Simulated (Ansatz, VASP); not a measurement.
Two plane-wave programs on Al3GaN4

Contents of INCAR:

```
PREC = Accurate
ENCUT = 520
EDIFF = 1E-6
ISMEAR = 0
SIGMA = 0.05
LREAL = False
LASPH = True
NELM = 80
ALGO = Normal
ISIF = 2
LWAVE = False
LCHARG = False
GGA = PS
NBANDS = 31
```

File KPOINTS:

```
regular mesh
0
Gamma
  6 8 4
```

Contents of POSCAR:

```
Al3GaN4
1.0
    5.0434079743      0.0000000000      0.0001149899
    0.0000000000      3.1300738979      0.0000000000
   -0.0032362578      0.0000000000      5.4179919454
Al Ga N
3 1 4
Direct
    0.4679695561      0.5000000000      0.1458451188
    0.0009207031      0.5000000000      0.8348055926
    0.0010880657      0.0000000000      0.3316926346
    0.4994217128      0.0000000000      0.6662009018
    0.1111724737      0.0000000000      0.6663292504
    0.1224543244      0.5000000000      0.1671578642
    0.6251234792      0.5000000000      0.8401923549
    0.6231881982      0.0000000000      0.3262928352
```

Input for Ansatz:

```yaml
crystal:
  lattice:
    - [5.0434079743, 0.0, 0.0001149899]
    - [0.0, 3.1300738979, 0.0]
    - [-0.0032362578, 0.0, 5.4179919454]
  atoms:
    - { symbol: Al, position: [0.4679695561, 0.5, 0.1458451188] }
    - { symbol: Al, position: [0.0009207031, 0.5, 0.8348055926] }
    - { symbol: Al, position: [0.0010880657, 0.0, 0.3316926346] }
    - { symbol: Ga, position: [0.4994217128, 0.0, 0.6662009018] }
    - { symbol: "N", position: [0.1111724737, 0.0, 0.6663292504] }
    - { symbol: "N", position: [0.1224543244, 0.5, 0.1671578642] }
    - { symbol: "N", position: [0.6251234792, 0.5, 0.8401923549] }
    - { symbol: "N", position: [0.6231881982, 0.0, 0.3262928352] }
basis:
  ecutwfc: 420
kpoints:
  mp_grid: { grid: [6, 8, 4] }
hamiltonian:
  xc: pbesol
scf:
  occupations: { method: gaussian, width: 0.05 }
output:
  forces: true
  stress: true
  eigenvalues: true
```

Alike in both runs: task single point; functional PBEsol; k mesh 6 × 8 × 4; occupations gaussian, width 0.05 eV; no spin polarisation.

```csv
,VASP,Ansatz
version,VASP 6.6.1,Ansatz 0.2.0
potentials or method,"VASP PAW PBE potentials, release 64 (Al, Ga_d, N), cutoff 520 eV","scalar-relativistic, plane waves, PAW"
valence electrons in the cell,42,42
```

Ansatz gave:

```
gap on the k mesh at the Fermi level (eV)                     : 2.99
least direct gap on the mesh (eV)                             : 2.99
pressure (GPa)                                                : 1.5
traceless stress, the component that is largest in VASP (GPa) : 4.56
rms of the force components (eV/Å)                            : 1.105
```

Which values does VASP return?

gap on the k mesh at the Fermi level (eV): 3.01; least direct gap on the mesh (eV): 3.01; pressure (GPa): 1.4; traceless stress, the component that is largest in VASP (GPa): 4.67; rms of the force components (eV/Å): 1.114.

VASP's potentials were made for PBE, not for PBEsol. Atom by atom the forces differ by 0.011 eV/Å (rms over components). The functional is the same, so the differences come from potentials, cutoffs and numerics.
